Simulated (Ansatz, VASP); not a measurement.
## Two plane-wave programs on TiTe2

INCAR

```
  PREC = Accurate
  ENCUT = 520
  EDIFF = 1E-6
  ISMEAR = 0
  SIGMA = 0.15
  LREAL = F
  LASPH = T
  NELM = 100
  ALGO = Normal
  ISIF = 2
  LWAVE = F
  LCHARG = F
  GGA = PE
  NBANDS = 19
```

KPOINTS

```
regular mesh
0
Gamma
  12 12 8
```

Contents of POSCAR:

```
TiTe2
1.0
    3.5881508432      0.0000000000      0.0000000000
   -1.7940754216      3.1074297828      0.0000000000
    0.0000000000      0.0000000000      6.8229000000
Ti Te
1 2
Direct
    0.0000000000      0.0000000000      0.0000000000
    0.6666666667      0.3333333333      0.2628000000
    0.3333333333      0.6666666667      0.7372000000
```

Input for Ansatz:

```yaml
crystal:
  lattice:
    - [3.5881508432, 0.0, 0.0]
    - [-1.7940754216, 3.1074297828, 0.0]
    - [0.0, 0.0, 6.8229]
  atoms:
    - { symbol: Ti, position: [0.0, 0.0, 0.0] }
    - { symbol: Te, position: [0.6666666667, 0.3333333333, 0.2628] }
    - { symbol: Te, position: [0.3333333333, 0.6666666667, 0.7372] }
basis:
  ecutwfc: 420
kpoints:
  mp_grid: { grid: [12, 12, 8] }
hamiltonian:
  xc: pbe
scf:
  occupations: { method: gaussian, width: 0.15 }
output:
  forces: true
  stress: true
  eigenvalues: true
  write_density: true
  write_potential: true
  elf: true
  volumetric_format: npy
```

Change from the starting cell: strain -0.050 along x and y, +0.050 along z, atoms carried along.

Alike in both runs: task single point; functional PBE; k mesh 12 × 12 × 8; occupations gaussian, width 0.15 eV; no spin polarisation.

|  | VASP | Ansatz |
| --- | --- | --- |
| version | VASP 6.6.1 | Ansatz 0.2.0 |
| potentials or method | VASP PAW PBE potentials, release 64 (Ti_sv, Te), cutoff 520 eV | scalar-relativistic, plane waves, PAW |
| valence electrons in the cell | 24 | 44 |

```csv
,VASP,Ansatz,Ansatz less VASP
gap on the k mesh at the Fermi level (eV),none,none,-
pressure (GPa),4.4,4.4,+0.02
"traceless stress, the component that is largest in VASP (GPa)",-2.33,-2.35,-0.022
rms of the force components (eV/Å),0.035,0.030,-0.0051
```

Atom by atom the forces differ by 0.005 eV/Å (rms over components). A gap of «none» marks a metal or a gap that the smearing closes. With one functional, cell and mesh, what is left measures potentials, basis and numerics. VASP's potentials hold 24 valence electrons a cell and Ansatz's 44, so a difference there can come from the potentials and not from the codes.

Neither program's run includes spin-orbit coupling.
